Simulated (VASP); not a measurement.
# Zr2B3 (R-3m) in VASP: single point with PBE

Aim: the single point of Zr2B3 with PBE.

Everything below comes from runs of VASP 6.6.1. Logs are shortened: lines on timing, memory, paths and dates and some standing lists are left out, and cuts for length are marked.

## 1. The cell of the first run

The structure is trigonal, space group R-3m (No. 166). Conventional cell: a = 3.454 Å, b = 3.454 Å, c = 18.876 Å, α = 90.00°, β = 90.00°, γ = 120.00°. Within 3.6 Å of Zr (site symmetry 3m) lie 12 B at 2.57 to 3.54 Å and 9 Zr at 3.19 to 3.45 Å. Within 2.3 Å of B (site symmetry 2/m) lie 4 B at 1.73 Å.

## 2. Single point, PBE

Input file POSCAR:

```
Zr2B3
1.0
    1.7268082892      0.9969732306      6.2919739454
   -1.7268082892      0.9969732306      6.2919739454
    0.0000000000     -1.9939464612      6.2919739454
Zr B
2 3
Direct
    0.3993760902      0.3993760902      0.3993760902
    0.6006239098      0.6006239098      0.6006239098
    0.0000000000      0.5000000000      0.0000000000
    0.0000000000      0.0000000000      0.5000000000
    0.5000000000      0.0000000000      0.0000000000
```

Input file INCAR.step1:

```
SYSTEM = Zr2B3
ALGO = Normal
EDIFF = 1E-6
ENCUT = 520
GGA = PE
ISIF = 2
ISMEAR = 0
LASPH = .True.
LCHARG = .True.
LMAXMIX = 4
LREAL = .False.
LWAVE = .False.
NBANDS = 24
NELM = 60
PREC = Accurate
SIGMA = 0.1
```

Input file KPOINTS.step1:

```
k-points
0
Gamma
  12 12 12
  0 0 0
```

Input file INCAR.step2:

```
SYSTEM = Zr2B3
ALGO = Normal
EDIFF = 1E-6
ENCUT = 520
GGA = PE
ICHARG = 11
ISIF = 2
ISMEAR = -5
LASPH = .True.
LCHARG = .False.
LMAXMIX = 4
LORBIT = 11
LREAL = .False.
LWAVE = .False.
NEDOS = 1001
NELM = 60
PREC = Accurate
SIGMA = 0.1
```

Input file KPOINTS.step2:

```
k-points
0
Gamma
  18 18 18
  0 0 0
```

Potentials or basis: VASP PAW PBE potentials, release 64 (Zr_sv, B).

Command:

```bash
$ cat potpaw_PBE.64/Zr_sv/POTCAR potpaw_PBE.64/B/POTCAR > POTCAR
$ cp INCAR.step1 INCAR
$ cp KPOINTS.step1 KPOINTS
$ mpirun -np 1 vasp_std > vasp.out
$ cp INCAR.step2 INCAR
$ cp KPOINTS.step2 KPOINTS
$ mpirun -np 1 vasp_std > vasp.out
```

OUTCAR:

```text
SYSTEM = Zr2B3
   EDIFF = 1E-6
   ENCUT = 520
   GGA = PE
   ICHARG = 11
   ISIF = 2
   ISMEAR = -5
   LASPH = .True.
   LORBIT = 11
   LREAL = .False.
   NELM = 60
   PREC = Accurate

 ion  position               nearest neighbor table
   1  0.399  0.399  0.399-   3 2.57   5 2.57   3 2.57   5 2.57   4 2.57   4 2.57   2 3.19   2 3.19
                             2 3.19   2 3.80
   2  0.601  0.601  0.601-   5 2.57   3 2.57   3 2.57   5 2.57   4 2.57   4 2.57   1 3.19   1 3.19
                             1 3.19   1 3.80
   3  0.000  0.500  0.000-   4 1.73   4 1.73   5 1.73   5 1.73   1 2.57   2 2.57   1 2.57   2 2.57

   4  0.000  0.000  0.500-   3 1.73   5 1.73   3 1.73   5 1.73   1 2.57   2 2.57   1 2.57   2 2.57

   5  0.500  0.000  0.000-   4 1.73   4 1.73   3 1.73   3 1.73   1 2.57   2 2.57   1 2.57   2 2.57

  LATTYP: Found a trigonal (rhomboedric) cell.
 ALAT       =     6.6003604917
 COS(alpha) =     0.8631064667

  Lattice vectors:

 A1 = (   1.7268082892,   0.9969732306,   6.2919739454)
 A2 = (  -1.7268082892,   0.9969732306,   6.2919739454)
 A3 = (   0.0000000000,  -1.9939464612,   6.2919739454)

Analysis of symmetry for initial positions (statically):
=====================================================================
 Subroutine PRICEL returns:
 Original cell was already a primitive cell.

 Routine SETGRP: Setting up the symmetry group for a
 trigonal (rhombohedral) supercell.

 Subroutine GETGRP returns: Found 12 space group operations
 (whereof 12 operations were pure point group operations)
 out of a pool of 12 trial point group operations.

The static configuration has the point symmetry D_3d.

Analysis of symmetry for dynamics (positions and initial velocities):
=====================================================================
 Subroutine PRICEL returns:
 Original cell was already a primitive cell.

 Routine SETGRP: Setting up the symmetry group for a
 trigonal (rhombohedral) supercell.

 Subroutine GETGRP returns: Found 12 space group operations
 (whereof 12 operations were pure point group operations)
 out of a pool of 12 trial point group operations.

The dynamic configuration has the point symmetry D_3d.

 Subroutine INISYM returns: Found 12 space group operations
 (whereof 12 operations are pure point group operations),
 and found     1 'primitive' translations

----------------------------------------------------------------------------------------

                                     Primitive cell

  volume of cell :      64.9929

  direct lattice vectors                    reciprocal lattice vectors
     1.726808289  0.996973231  6.291973945     0.289551540  0.167172660  0.052977545
    -1.726808289  0.996973231  6.291973945    -0.289551540  0.167172660  0.052977545
     0.000000000 -1.993946461  6.291973945     0.000000000 -0.334345320  0.052977545

  length of vectors
     6.600360492  6.600360492  6.600360492     0.338516488  0.338516488  0.338516488

  position of ions in fractional coordinates (direct lattice)
     0.399376090  0.399376090  0.399376090
     0.600623910  0.600623910  0.600623910
     0.000000000  0.500000000  1.000000000
     1.000000000  1.000000000  0.500000000
     0.500000000  0.000000000  1.000000000

  ion indices of the primitive-cell ions
   primitive index   ion index
                 1           1
                 2           2
                 3           3
                 4           4
                 5           5

----------------------------------------------------------------------------------------

 KPOINTS: k-points

Automatic generation of k-mesh.
 Grid dimensions read from file:
 generate k-points for:   18   18   18

 Generating k-lattice:

  Cartesian coordinates                     Fractional coordinates (reciprocal lattice)
     0.016086197  0.009287370  0.002943197     0.055555556  0.000000000  0.000000000
    -0.016086197  0.009287370  0.002943197     0.000000000  0.055555556  0.000000000
     0.000000000 -0.018574740  0.002943197     0.000000000  0.000000000  0.055555556

  Length of vectors
     0.018806472  0.018806472  0.018806472

  Shift w.r.t. Gamma in fractional coordinates (k-lattice)
     0.000000000  0.000000000  0.000000000

 TETIRR: Found   2916 inequivalent tetrahedra from    34992

 Subroutine IBZKPT returns following result:
 ===========================================

 Found    580 irreducible k-points:

 Following reciprocal coordinates:
            Coordinates               Weight
  0.000000  0.000000  0.000000      1.000000
  0.055556  0.000000  0.000000      6.000000
  0.111111  0.000000  0.000000      6.000000
  0.166667  0.000000  0.000000      6.000000
  0.222222  0.000000  0.000000      6.000000
  0.277778  0.000000 -0.000000      6.000000
[... 16 lines left out ...]
 -0.277778  0.055556  0.000000     12.000000
 -0.222222  0.055556 -0.000000     12.000000
 [... further k-points ...]
   k-points           NKPTS =    580   k-points in BZ     NKDIM =    580   number of bands    NBANDS=     20
   number of dos      NEDOS =   1001   number of ions     NIONS =      5
   total plane-waves  NPLWV = 125000
   dimension x,y,z NGX =    50 NGY =   50 NGZ =   50
   dimension x,y,z NGXF=   100 NGYF=  100 NGZF=  100
   ions per type =               2   3
   NGX,Y,Z   is equivalent  to a cutoff of  12.59, 12.59, 12.59 a.u.
   NGXF,Y,Z  is equivalent  to a cutoff of  25.19, 25.19, 25.19 a.u.
 SYSTEM =  Zr2B3
   PREC   = accura    normal or accurate (medium, high low for compatibility)
   ISTART =      0    job   : 0-new  1-cont  2-samecut
   ICHARG =     11    charge: 1-file 2-atom 10-const
   ISPIN  =      1    spin polarized calculation?
   LNONCOLLINEAR =      F non collinear calculations
   LSORBIT =      F    spin-orbit coupling
   LASPH  =      T    aspherical Exc in radial PAW
   ENCUT  =  520.0 eV  38.22 Ry    6.18 a.u.  12.27 12.27 12.27*2*pi/ulx,y,z
   NELM   =     60;   NELMIN=  2; NELMDL=  0     # of ELM steps
   EDIFF  = 0.1E-05   stopping-criterion for ELM
   LREAL  =      F    real-space projection
   EDIFFG = 0.1E-04   stopping-criterion for IOM
   NSW    =      0    number of steps for IOM
   IBRION =     -1    ionic relax: 0-MD 1-quasi-New 2-CG
   NFREE  =      0    steps in history (QN), initial steepest desc. (CG)
   ISIF   =      2    stress and relaxation
   ISYM   =      2    0-nonsym 1-usesym 2-fastsym
   POTIM  = 0.5000    time-step for ionic-motion
   TEBEG  =    0.0;   TEEND  =   0.0 temperature during run
   PSTRESS=    0.0 pullay stress
   NELECT =      33.0000    total number of electrons
   NUPDOWN=      -1.0000    fix difference up-down
   EMIN   =  10.00;   EMAX   =-10.00  energy-range for DOS
   EFERMI =   0.00;   METHOD = LEGACY
   ISMEAR =    -5;   SIGMA  =   0.10  broadening in eV -4-tet -1-fermi 0-gaus
   EFERMI_NEDOS =   21; number of points for ismear=-14 and -15
   IALGO  =     38    algorithm
   IMIX   =      4    mixing-type and parameters
     AMIX     =   0.40;   BMIX     =  1.00
     AMIX_MAG =   1.60;   BMIX_MAG =  1.00
  volume/ion in A,a.u.               =      13.00        87.72
  Fermi-wavevector in a.u.,A,eV,Ry     =   1.306043  2.468064 23.208123  1.705749
  Thomas-Fermi vector in A             =   2.436872
   LORBIT       =     11    0 simple, 1 ext, 2 COOP (PROOUT), +10 PAW based schemes
   GGA     = PE    functional components
   LHFCALC =     F    Hartree Fock is set to
   AEXX    =    0.0000 exact exchange contribution
   IVDW    =     0    specifies the selected vdW correction
   LEPSILON=     F    determine dielectric tensor
   LRPA    =     F    only Hartree local field effects (RPA)
 non-spin polarized calculation
 Fermi weights with tetrahedron method with Bloechl corrections
  energy-cutoff  :      520.00
  volume of cell :       64.99
 maximum number of plane-waves:      1772
 NGX is ok and might be reduce to    50

 number of electron      33.0000000 magnetization

 Free energy of the ion-electron system (eV)
  ---------------------------------------------------
  ext. energy  EPLUGINS =         0.00000000
  ---------------------------------------------------
  free energy    TOTEN  =       -37.85772578 eV

  energy without entropy =      -37.85772578  energy(sigma->0) =      -37.85772578

 E-fermi :   8.8489     XC(G=0): -11.5118

 val. band max:        8.8579655413   @ k =  -0.1667   0.5000   0.1111
 cond. band min:       8.8295384376   @ k =   0.3889   0.1111  -0.0000
 fundamental gap:     -0.0284271036
 Fermi energy:         8.8488536100

 k-point     1 :       0.0000    0.0000    0.0000
  band No.  band energies     occupation
      1     -39.9433      2.00000
      2     -39.8690      2.00000
      3     -18.3644      2.00000
      4     -17.8358      2.00000
      5     -17.7828      2.00000
      6     -17.7828      2.00000
[... 12 lines left out ...]
     19       8.9165      0.00000
     20       9.1407      0.00000

 k-point     2 :       0.0556    0.0000    0.0000
  band No.  band energies     occupation
      1     -39.9417      2.00000
      2     -39.8683      2.00000
      3     -18.3593      2.00000
      4     -17.8516      2.00000
      5     -17.7866      2.00000
      6     -17.7802      2.00000
[... 12 lines left out ...]
     19       8.9800      0.00000
     20       9.2970      0.00000
[... 465 lines left out ...]
      3     -18.2610      2.00000
      4     -18.1082      2.00000
      5     -17.9528      2.00000
      6     -17.8630      2.00000
[... 12 lines left out ...]
     19      10.3093      0.00000
     20      10.6471      0.00000

 k-point    24 :      -0.2222    0.0556   -0.0000
  band No.  band energies     occupation
      1     -39.9144      2.00000
      2     -39.8588      2.00000
      3     -18.2831      2.00000
      4     -18.0440      2.00000
      5     -17.9097      2.00000
      6     -17.8386      2.00000
[... 12 lines left out ...]
     19      10.0121      0.00000
     20      10.2177      0.00000

 [... further k-points ...]

------------------------ aborting loop because EDIFF is reached ----------------------------------------

  FORCE on cell =-STRESS in cart. coord.  units (eV):
  Direction    XX          YY          ZZ          XY          YZ          ZX
  --------------------------------------------------------------------------------------
  -------------------------------------------------------------------------------------
  Total       -0.0228437     -0.0228437      0.0435268      0.0000000      0.0000000      0.0000000
  in kB       -0.5631333     -0.5631333      1.0730033      0.0000000      0.0000000      0.0000000
  external PRESSURE =      -0.0177544 kB  Pullay stress =       0.0000000 kB

 VOLUME and BASIS-vectors are now :
 -----------------------------------------------------------------------------
  energy-cutoff  :      520.00
  volume of cell :       64.99
      direct lattice vectors                 reciprocal lattice vectors
     1.726808289  0.996973231  6.291973945     0.289551540  0.167172660  0.052977545
    -1.726808289  0.996973231  6.291973945    -0.289551540  0.167172660  0.052977545
     0.000000000 -1.993946461  6.291973945     0.000000000 -0.334345320  0.052977545

 POSITION                                       TOTAL-FORCE (eV/Angst)
 -----------------------------------------------------------------------------------
      0.00000      0.00000      7.53859        -0.000000      0.000000     -0.038835
      0.00000      0.00000     11.33733        -0.000000      0.000000      0.038835
     -0.86340      0.49849      3.14599        -0.000000      0.000000      0.000000
      0.00000     -0.99697      3.14599         0.000000     -0.000000      0.000000
      0.86340      0.49849      3.14599        -0.000000     -0.000000     -0.000000
 -----------------------------------------------------------------------------------
    total drift:                                0.000000      0.000000     -0.000000

  FREE ENERGIE OF THE ION-ELECTRON SYSTEM (eV)
  ---------------------------------------------------
  free  energy   TOTEN  =       -37.8577257777 eV

  energy  without entropy=      -37.8577257777  energy(sigma->0) =      -37.85772578

 total charge

# of ion       s       p       d       tot
------------------------------------------
    1        2.185   5.978   1.644   9.806
    2        2.185   5.978   1.644   9.806
    3        0.688   1.322   0.000   2.010
    4        0.688   1.322   0.000   2.010
    5        0.688   1.322   0.000   2.010
--------------------------------------------------
tot          6.433  15.922   3.287  25.642
```

Run time: 18 min. Hardware: 1 thread of Intel Xeon 6975P-C (Granite Rapids), shared host; peak memory 0.87 GiB.

Results:

```
Valence electrons inside the program's atomic spheres : Zr 9.81; B 2.01
```

Caveat: tetrahedron occupations give inexact forces and stress in metals.
